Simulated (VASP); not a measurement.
Crystal: In3GaP4.

```
In Ga P
1.0
    11.53626    0.00000    0.00000
     0.00000   11.53626    0.00000
     0.00000    0.00000   11.53626
In Ga P
24 8 32
Direct
  0.99941 0.00154 0.00091
  0.00138 0.99979 0.50183
  0.00188 0.49900 0.99903
  0.00287 0.49933 0.49950
  0.50255 0.99801 0.99642
  0.50154 0.49949 0.00079
  0.50099 0.49778 0.49798
  0.24940 0.24639 0.00028
  0.24954 0.25118 0.50193
  0.24851 0.75134 0.00030
  0.75099 0.24971 0.99826
  0.74753 0.24954 0.49860
  0.74792 0.74888 0.50146
  0.24962 0.00239 0.25292
  0.24965 0.99676 0.75056
  0.74884 0.99658 0.24806
  0.75035 0.00205 0.75204
  0.74929 0.49927 0.25256
  0.74830 0.50189 0.74691
  0.00064 0.25168 0.25085
  0.99960 0.25159 0.75150
  0.99949 0.75260 0.74747
  0.50017 0.24813 0.25117
  0.49897 0.75248 0.24998
  0.49805 0.99934 0.50302
  0.24952 0.74559 0.50157
  0.74998 0.74707 0.99735
  0.24823 0.50009 0.25159
  0.25057 0.50034 0.74799
  0.99836 0.75328 0.24859
  0.49914 0.25165 0.74852
  0.50205 0.75127 0.74893
  0.12540 0.12751 0.12502
  0.12383 0.12427 0.62286
  0.12654 0.62699 0.12362
  0.12795 0.62551 0.62600
  0.62591 0.12171 0.12537
  0.62429 0.12367 0.62578
  0.62576 0.62577 0.12266
  0.62392 0.62770 0.62556
  0.37227 0.37520 0.12634
  0.37358 0.37540 0.62570
  0.37672 0.87552 0.12365
  0.37492 0.87530 0.62526
  0.87395 0.37659 0.12324
  0.87432 0.37696 0.62369
  0.87670 0.87735 0.12514
  0.87271 0.87593 0.62364
  0.37756 0.12773 0.37498
  0.37411 0.12311 0.87320
  0.37644 0.62513 0.37344
  0.37339 0.62768 0.87729
  0.87489 0.12466 0.37577
  0.87309 0.12221 0.87393
  0.87661 0.62319 0.37423
  0.87272 0.62583 0.87532
  0.12793 0.37518 0.37189
  0.12650 0.37578 0.87402
  0.12956 0.87472 0.37424
  0.12361 0.87656 0.87485
  0.62353 0.37309 0.37645
  0.62281 0.37316 0.87289
  0.62627 0.87279 0.37395
  0.62565 0.87578 0.87279
```

| Property | Result |
| --- | --- |
| Program | VASP 6.6.1 |
| Task | relaxation of volume and atoms at fixed shape |
| Functional | PBEsol |
| Potentials or basis | VASP PAW PBE potentials, release 64 (In_d, Ga_d, P) |
| Cutoff | 500 eV |
| k mesh | 1 × 1 × 1, shifted |
| Occupations | fermi-dirac, width 0.05 eV |
| Spin | no spin polarisation |

At the start: pressure 0.7 GPa; volume 23.99 Å³/atom.

Question: How do energy, volume and symmetry change on relaxing?

Answer: Over 14 steps the energy falls by 37.3 meV/atom; space group P1 (No. 1, to 0.1 Å) before and after.

Step by step:
| step | energy change (eV) | largest force (eV/Å) | pressure (GPa) | volume (Å³) |
| --- | --- | --- | --- | --- |
| 1 | 0.0000 | 1.6925 | 0.73 | 1535.31 |
| 2 | -1.4458 | 0.8814 | -0.76 | 1559.57 |
| 3 | -1.6801 | 0.5692 | -1.47 | 1574.06 |
| 4 | -2.1173 | 0.5344 | 0.47 | 1526.41 |
| 5 | -2.1174 | 0.5335 | 0.50 | 1525.69 |
| 6 | -2.2905 | 0.1928 | 0.17 | 1531.15 |
| 7 | -2.3191 | 0.2337 | 0.00 | 1534.37 |
| 8 | -2.3576 | 0.0944 | -0.05 | 1535.26 |
| 9 | -2.3652 | 0.1279 | -0.08 | 1535.86 |
| 10 | -2.3756 | 0.0579 | 0.08 | 1532.42 |
| 11 | -2.3767 | 0.0542 | 0.16 | 1530.80 |
| 12 | -2.3818 | 0.0579 | -0.08 | 1535.98 |
| 13 | -2.3819 | 0.0557 | -0.05 | 1535.33 |
| 14 | -2.3851 | 0.0279 | -0.02 | 1534.64 |

Final structure:
```cif
data_structure
_symmetry_space_group_name_H-M 'P 1'
_symmetry_Int_Tables_number 1
_cell_length_a 11.5346
_cell_length_b 11.5346
_cell_length_c 11.5346
_cell_angle_alpha 90.000
_cell_angle_beta 90.000
_cell_angle_gamma 90.000
_cell_volume 1534.64
loop_
_atom_site_label
_atom_site_type_symbol
_atom_site_fract_x
_atom_site_fract_y
_atom_site_fract_z
_atom_site_occupancy
In1 In 0.99826 0.99597 0.00302 1
In2 In 0.00314 0.99496 0.49737 1
In3 In 0.00340 0.50549 0.00151 1
In4 In 0.00751 0.50519 0.49853 1
In5 In 0.50281 0.99715 0.99423 1
In6 In 0.49754 0.50279 0.99572 1
In7 In 0.49369 0.50200 0.50330 1
In8 In 0.25308 0.25507 0.99771 1
In9 In 0.25503 0.25274 0.50261 1
In10 In 0.25020 0.74632 0.99972 1
In11 In 0.74694 0.25041 0.99701 1
In12 In 0.74523 0.24760 0.50224 1
In13 In 0.74716 0.75174 0.49973 1
In14 In 0.25042 0.99642 0.25533 1
In15 In 0.25598 0.99750 0.74544 1
In16 In 0.75009 0.99479 0.24978 1
In17 In 0.74309 0.99810 0.74985 1
In18 In 0.75214 0.50510 0.24832 1
In19 In 0.74527 0.50211 0.75163 1
In20 In 0.00222 0.25287 0.25040 1
In21 In 0.00247 0.25399 0.74984 1
In22 In 0.00242 0.74805 0.74911 1
In23 In 0.49723 0.25027 0.25222 1
In24 In 0.49743 0.75068 0.25163 1
Ga1 Ga 0.49712 0.99658 0.50467 1
Ga2 Ga 0.25278 0.74574 0.49919 1
Ga3 Ga 0.74980 0.74830 0.99924 1
Ga4 Ga 0.24810 0.50456 0.25201 1
Ga5 Ga 0.25543 0.50349 0.74829 1
Ga6 Ga 0.00226 0.74702 0.25045 1
Ga7 Ga 0.49611 0.24949 0.74738 1
Ga8 Ga 0.49751 0.74894 0.74658 1
P1 P 0.12759 0.12452 0.12481 1
P2 P 0.12577 0.12438 0.62298 1
P3 P 0.12656 0.62610 0.13777 1
P4 P 0.14101 0.62578 0.62616 1
P5 P 0.62394 0.12340 0.12452 1
P6 P 0.60821 0.12332 0.62564 1
P7 P 0.62853 0.63218 0.11812 1
P8 P 0.61726 0.63145 0.62922 1
P9 P 0.36859 0.38607 0.13270 1
P10 P 0.37510 0.37612 0.63870 1
P11 P 0.37458 0.87572 0.12232 1
P12 P 0.38043 0.86573 0.61705 1
P13 P 0.87495 0.37564 0.12180 1
P14 P 0.87456 0.37936 0.62246 1
P15 P 0.87475 0.85894 0.12567 1
P16 P 0.87431 0.87486 0.62522 1
P17 P 0.38113 0.11717 0.38464 1
P18 P 0.38169 0.13046 0.86796 1
P19 P 0.36321 0.62390 0.37397 1
P20 P 0.37437 0.62718 0.86116 1
P21 P 0.87553 0.12381 0.37464 1
P22 P 0.87451 0.12356 0.87352 1
P23 P 0.88141 0.63309 0.37096 1
P24 P 0.86941 0.63051 0.88052 1
P25 P 0.13478 0.38089 0.36960 1
P26 P 0.13307 0.38765 0.86774 1
P27 P 0.12609 0.85836 0.37565 1
P28 P 0.12713 0.87535 0.87424 1
P29 P 0.62374 0.37959 0.37566 1
P30 P 0.61482 0.36706 0.86663 1
P31 P 0.61625 0.88185 0.38250 1
P32 P 0.62366 0.85851 0.87303 1
```

Caveat: the PAW data sets were made with another functional, which shifts forces and pressure a little; spin-orbit coupling is left out, which moves the levels of the heavy elements; a shifted mesh leaves out Γ, where band edges can lie.
